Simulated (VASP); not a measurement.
Runs of VASP 6.6.1 on Cu. The structure is that of space group Fm-3m (No. 225), or close to it. The cells are those of the table. 

```csv
cell,gap on the mesh (eV),pressure (GPa)
"a = 2.573 Å, angles 60.0°, 1 atom",none,-0.4
"a = 2.590 Å, angles 60.0°, 1 atom",none,-2.9
"a = 2.522 Å, angles 60.0°, 1 atom",none,(b)
"a = 2.539 Å, angles 60.0°, 1 atom",none,5.6
"a = 2.556 Å, angles 60.0°, 1 atom",none,(a)
```

Alike in all rows: task single point; level PBE; potentials or basis VASP PAW PBE potentials, release 64 (Cu); no spin polarisation; k mesh 14 × 14 × 14; cutoff (eV) 520; smearing fermi-dirac 0.15 eV.

Q: Fill in the values left out.

A: (a) 2.4; (b) 9.2.

A gap of «none» marks levels without a gap at the run's occupations.
